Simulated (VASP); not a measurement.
# SiCl3 in VASP: single point with PBE

Aim: the single point of SiCl3 with PBE.

Program: VASP 6.6.1. These are calculated values, not measurements. Logs are shortened: lines on timing, memory, paths and dates and some standing lists are left out, and cuts for length are marked.

## (1) The cell of the first run

The typed cell holds 8 atoms: a = 6.160 Å, b = 6.160 Å, c = 6.565 Å, α = 90.00°, β = 90.00°, γ = 120.00°.

## (2) Single point, PBE

INCAR

```
SYSTEM = SiCl3
PREC     = Accurate       ! precision mode
ENCUT    = 520            ! plane-wave cutoff, eV
EDIFF    = 1E-6           ! SCF threshold, eV
ISMEAR   = -1             ! smearing method
SIGMA    = 0.1            ! smearing width, eV
LREAL    = .False.        ! projectors in reciprocal space
LASPH    = .True.         ! aspherical terms in the spheres
NELM     = 80             ! most SCF steps
ALGO     = Normal         ! electronic algorithm
ISIF     = 2              ! what is computed and relaxed
LWAVE    = .False.        ! write WAVECAR
LCHARG   = .False.        ! write CHGCAR
GGA      = PE             ! functional
NBANDS   = 35             ! bands
```

KPOINTS

```
regular mesh
0
Gamma
  6 6 5
  0 0 0
```

POSCAR

```
SiCl3
1.0
    6.1604250000      0.0000000000      0.0000000000
   -3.0802130000      5.3350870000      0.0000000000
    0.0000000000      0.0000000000      6.5652530000
Cl Si
6 2
Direct
    0.0300000000      0.3700000000      0.2500000000
    0.6600000000      0.0300000000      0.7500000000
    0.6300000000      0.6600000000      0.2500000000
    0.9700000000      0.6300000000      0.7500000000
    0.3400000000      0.9700000000      0.2500000000
    0.3700000000      0.3400000000      0.7500000000
    0.3333000000      0.6667000000      0.2500000000
    0.6666000000      0.3333000000      0.7500000000
```

Potentials or basis: VASP PAW PBE potentials, release 64 (Cl, Si).

On the command line:

```bash
> cat potpaw_PBE.64/Cl/POTCAR potpaw_PBE.64/Si/POTCAR > POTCAR
> mpirun -np 1 vasp_std > vasp.out
```

OUTCAR:

```text
SYSTEM = SiCl3
   PREC = Accurate
   ENCUT = 520
   EDIFF = 1E-6
   ISMEAR = -1
   LREAL = .False.
   LASPH = .True.
   NELM = 80
   ISIF = 2
   GGA = PE

 ion  position               nearest neighbor table
   1  0.030  0.370  0.250-   7 1.85
   2  0.660  0.030  0.750-   8 1.85
   3  0.630  0.660  0.250-   7 1.85
   4  0.970  0.630  0.750-   8 1.85
   5  0.340  0.970  0.250-   7 1.85
   6  0.370  0.340  0.750-   8 1.85
   7  0.333  0.667  0.250-   5 1.85   1 1.85   3 1.85
   8  0.667  0.333  0.750-   6 1.85   2 1.85   4 1.85

  LATTYP: Found a hexagonal cell.
 ALAT       =     6.1604250000
 C/A-ratio  =     1.0657142973

  Lattice vectors:

 A1 = (   6.1604250000,   0.0000000000,   0.0000000000)
 A2 = (  -3.0802130000,   5.3350870000,   0.0000000000)
 A3 = (   0.0000000000,   0.0000000000,   6.5652530000)

Analysis of symmetry for initial positions (statically):
=====================================================================
 Subroutine PRICEL returns:
 Original cell was already a primitive cell.

 Routine SETGRP: Setting up the symmetry group for a
 hexagonal supercell.

 Subroutine GETGRP returns: Found  2 space group operations
 (whereof  1 operations were pure point group operations)
 out of a pool of 24 trial point group operations.

The static configuration has the point symmetry C_1 .
 The point group associated with its full space group is C_1h.

Analysis of symmetry for dynamics (positions and initial velocities):
=====================================================================
 Subroutine PRICEL returns:
 Original cell was already a primitive cell.

 Routine SETGRP: Setting up the symmetry group for a
 hexagonal supercell.

 Subroutine GETGRP returns: Found  2 space group operations
 (whereof  1 operations were pure point group operations)
 out of a pool of 24 trial point group operations.

The dynamic configuration has the point symmetry C_1 .
 The point group associated with its full space group is C_1h.

 Subroutine INISYM returns: Found  2 space group operations
 (whereof  1 operations are pure point group operations),
 and found     1 'primitive' translations

----------------------------------------------------------------------------------------

                                     Primitive cell

  volume of cell :     215.7763

  direct lattice vectors                    reciprocal lattice vectors
     6.160425000  0.000000000  0.000000000     0.162326463  0.093719199  0.000000000
    -3.080213000  5.335087000  0.000000000     0.000000000  0.187438368  0.000000000
     0.000000000  0.000000000  6.565253000     0.000000000  0.000000000  0.152317055

  length of vectors
     6.160425000  6.160427373  6.565253000     0.187438440  0.187438368  0.152317055

  position of ions in fractional coordinates (direct lattice)
     0.030000000  0.370000000  0.250000000
     0.660000000  0.030000000  0.750000000
     0.630000000  0.660000000  0.250000000
     0.970000000  0.630000000  0.750000000
     0.340000000  0.970000000  0.250000000
     0.370000000  0.340000000  0.750000000
     0.333300000  0.666700000  0.250000000
     0.666600000  0.333300000  0.750000000

  ion indices of the primitive-cell ions
   primitive index   ion index
                 1           1
                 2           2
                 3           3
                 4           4
                 5           5
                 6           6
                 7           7
                 8           8

----------------------------------------------------------------------------------------

 KPOINTS: regular mesh

Automatic generation of k-mesh.
 Grid dimensions read from file:
 generate k-points for:    6    6    5

 Generating k-lattice:

  Cartesian coordinates                     Fractional coordinates (reciprocal lattice)
     0.027054410  0.015619867  0.000000000     0.166666667 -0.000000000  0.000000000
     0.000000000  0.031239728  0.000000000     0.000000000  0.166666667  0.000000000
     0.000000000  0.000000000  0.030463411     0.000000000  0.000000000  0.200000000

  Length of vectors
     0.031239740  0.031239728  0.030463411

  Shift w.r.t. Gamma in fractional coordinates (k-lattice)
     0.000000000  0.000000000  0.000000000

 Subroutine IBZKPT returns following result:
 ===========================================

 Found     60 irreducible k-points:

 Following reciprocal coordinates:
            Coordinates               Weight
  0.000000  0.000000  0.000000      1.000000
  0.166667  0.000000  0.000000      2.000000
  0.000000  0.166667  0.000000      2.000000
 -0.166667  0.166667  0.000000      2.000000
  0.333333  0.000000  0.000000      2.000000
  0.000000  0.333333  0.000000      2.000000
[... 16 lines left out ...]
  0.000000  0.166667  0.200000      4.000000
 -0.166667  0.166667  0.200000      4.000000
 [... further k-points ...]
   k-points           NKPTS =     60   k-points in BZ     NKDIM =     60   number of bands    NBANDS=     35
   number of dos      NEDOS =    301   number of ions     NIONS =      8
   total plane-waves  NPLWV = 115200
   dimension x,y,z NGX =    48 NGY =   48 NGZ =   50
   dimension x,y,z NGXF=    96 NGYF=   96 NGZF=  100
   ions per type =               6   2
   NGX,Y,Z   is equivalent  to a cutoff of  12.95, 12.95, 12.66 a.u.
   NGXF,Y,Z  is equivalent  to a cutoff of  25.91, 25.91, 25.32 a.u.
 SYSTEM =  SiCl3
   PREC   = accura    normal or accurate (medium, high low for compatibility)
   ISTART =      0    job   : 0-new  1-cont  2-samecut
   ICHARG =      2    charge: 1-file 2-atom 10-const
   ISPIN  =      1    spin polarized calculation?
   LNONCOLLINEAR =      F non collinear calculations
   LSORBIT =      F    spin-orbit coupling
   LASPH  =      T    aspherical Exc in radial PAW
   ENCUT  =  520.0 eV  38.22 Ry    6.18 a.u.  11.45 11.45 12.21*2*pi/ulx,y,z
   NELM   =     80;   NELMIN=  2; NELMDL= -5     # of ELM steps
   EDIFF  = 0.1E-05   stopping-criterion for ELM
   LREAL  =      F    real-space projection
   EDIFFG = 0.1E-04   stopping-criterion for IOM
   NSW    =      0    number of steps for IOM
   IBRION =     -1    ionic relax: 0-MD 1-quasi-New 2-CG
   NFREE  =      0    steps in history (QN), initial steepest desc. (CG)
   ISIF   =      2    stress and relaxation
   ISYM   =      2    0-nonsym 1-usesym 2-fastsym
   POTIM  = 0.5000    time-step for ionic-motion
   TEBEG  =    0.0;   TEEND  =   0.0 temperature during run
   PSTRESS=    0.0 pullay stress
   NELECT =      50.0000    total number of electrons
   NUPDOWN=      -1.0000    fix difference up-down
   EMIN   =  10.00;   EMAX   =-10.00  energy-range for DOS
   EFERMI =   0.00;   METHOD = LEGACY
   ISMEAR =    -1;   SIGMA  =   0.10  broadening in eV -4-tet -1-fermi 0-gaus
   EFERMI_NEDOS =   21; number of points for ismear=-14 and -15
   IALGO  =     38    algorithm
   IMIX   =      4    mixing-type and parameters
     AMIX     =   0.40;   BMIX     =  1.00
     AMIX_MAG =   1.60;   BMIX_MAG =  1.00
  volume/ion in A,a.u.               =      26.97       182.02
  Fermi-wavevector in a.u.,A,eV,Ry     =   1.005534  1.900185 13.756844  1.011100
  Thomas-Fermi vector in A             =   2.138220
   LORBIT       =      0    0 simple, 1 ext, 2 COOP (PROOUT), +10 PAW based schemes
   GGA     = PE    functional components
   LHFCALC =     F    Hartree Fock is set to
   AEXX    =    0.0000 exact exchange contribution
   IVDW    =     0    specifies the selected vdW correction
   LEPSILON=     F    determine dielectric tensor
   LRPA    =     F    only Hartree local field effects (RPA)
 non-spin polarized calculation
  energy-cutoff  :      520.00
  volume of cell :      215.78
 maximum number of plane-waves:      5845
 NGX is ok and might be reduce to    48
   NGX = 23   NGY = 23   NGZ = 25

 number of electron      49.9999993 magnetization

 Free energy of the ion-electron system (eV)
  ---------------------------------------------------
  ext. energy  EPLUGINS =         0.00000000
  ---------------------------------------------------
  free energy    TOTEN  =       -23.05432897 eV

  energy without entropy =      -22.90122511  energy(sigma->0) =      -22.97777704

 E-fermi :   4.4950     XC(G=0):  -7.8313

 val. band max:        4.4767306334   @ k =   0.1667   0.0000   0.0000
 cond. band min:       4.5200227547   @ k =   0.3333   0.3333   0.4000
 fundamental gap:      0.0432921213
 Fermi energy:         4.4949810556

 k-point     1 :       0.0000    0.0000    0.0000
  band No.  band energies     occupation
      1     -15.9468      2.00000
      2     -15.7136      2.00000
      3     -14.6184      2.00000
      4     -14.6173      2.00000
      5     -14.5581      2.00000
      6     -14.5570      2.00000
[... 27 lines left out ...]
     34       8.9108      0.00000
     35       9.2634      0.00000

 k-point     2 :       0.1667    0.0000    0.0000
  band No.  band energies     occupation
      1     -15.9171      2.00000
      2     -15.7064      2.00000
      3     -14.6430      2.00000
      4     -14.6333      2.00000
      5     -14.5754      2.00000
      6     -14.5584      2.00000
[... 27 lines left out ...]
     34       9.0164      0.00000
     35       9.0210      0.00000

 k-point     3 :       0.0000    0.1667    0.0000
  band No.  band energies     occupation
      1     -15.9171      2.00000
      2     -15.7064      2.00000
      3     -14.6437      2.00000
      4     -14.6326      2.00000
      5     -14.5760      2.00000
      6     -14.5579      2.00000
[... 27 lines left out ...]
     34       9.0166      0.00000
     35       9.0208      0.00000
[... 723 lines left out ...]
 k-point    23 :       0.0000    0.1667    0.2000
  band No.  band energies     occupation
      1     -15.8975      2.00000
      2     -15.7269      2.00000
      3     -14.6377      2.00000
      4     -14.6256      2.00000
      5     -14.5828      2.00000
      6     -14.5650      2.00000
[... 27 lines left out ...]
     34       8.8658      0.00000
     35       8.9767      0.00000

 k-point    24 :      -0.1667    0.1667    0.2000
  band No.  band energies     occupation
      1     -15.8975      2.00000
      2     -15.7269      2.00000
      3     -14.6379      2.00000
      4     -14.6253      2.00000
      5     -14.5832      2.00000
      6     -14.5646      2.00000
[... 27 lines left out ...]
     34       8.8663      0.00000
     35       8.9782      0.00000

 [... further k-points ...]
[... 5 lines left out ...]
  --------------------------------------------------------------------------------------
  -------------------------------------------------------------------------------------
  Total       30.1271418     30.1292625      0.3721684     -0.0198415      0.0000000      0.0000000
  in kB      223.6994241    223.7151709      2.7634172     -0.1473268      0.0000000      0.0000000
  external PRESSURE =     150.0593374 kB  Pullay stress =       0.0000000 kB

 VOLUME and BASIS-vectors are now :
 -----------------------------------------------------------------------------
  energy-cutoff  :      520.00
  volume of cell :      215.78
      direct lattice vectors                 reciprocal lattice vectors
     6.160425000  0.000000000  0.000000000     0.162326463  0.093719199  0.000000000
    -3.080213000  5.335087000  0.000000000     0.000000000  0.187438368  0.000000000
     0.000000000  0.000000000  6.565253000     0.000000000  0.000000000  0.152317055

 POSITION                                       TOTAL-FORCE (eV/Angst)
 -----------------------------------------------------------------------------------
     -0.95487      1.97398      1.64131        -2.819787     -4.457108      0.000000
      3.97347      0.16005      4.92394         2.450020     -4.670650      0.000000
      1.84813      3.52116      1.64131         5.257541     -0.213942      0.000000
      4.03508      3.36110      4.92394         2.814036      4.446137      0.000000
     -0.89326      5.17503      1.64131        -2.454829      4.681090      0.000000
      1.23208      1.81393      4.92394        -5.281528      0.214493      0.000000
     -0.00031      3.55690      1.64131         0.017242     -0.010050      0.000000
      3.07990      1.77818      4.92394         0.017305      0.010029      0.000000
 -----------------------------------------------------------------------------------
    total drift:                                0.000007      0.000005     -0.000000

  FREE ENERGIE OF THE ION-ELECTRON SYSTEM (eV)
  ---------------------------------------------------
  free  energy   TOTEN  =       -23.0543289741 eV

  energy  without entropy=      -22.9012251140  energy(sigma->0) =      -22.97777704
```

Wall time 16 min (1 thread of Intel Xeon 8259CL, shared host); peak memory 0.54 GiB.

What came out:

| Item | Value |
| --- | --- |
| Free energy | -23.0543 eV |
| Pressure | 15.0 GPa |
| Largest force | 5.286 eV/Å |
| Band gap on the k mesh | zero (bands 25 and 26 overlap by 0.37 eV) |

Forces in eV/Å, atoms in the order of the input:
```
Cl  -2.820 -4.457  0.000
Cl   2.450 -4.671  0.000
Cl   5.258 -0.214  0.000
Cl   2.814  4.446  0.000
Cl  -2.455  4.681  0.000
Cl  -5.282  0.214  0.000
Si   0.017 -0.010  0.000
Si   0.017  0.010  0.000
```

Caveat: the cell stands under pressure; forces of over 1 eV/Å act on the atoms, so gaps and moduli don't describe the material at rest.
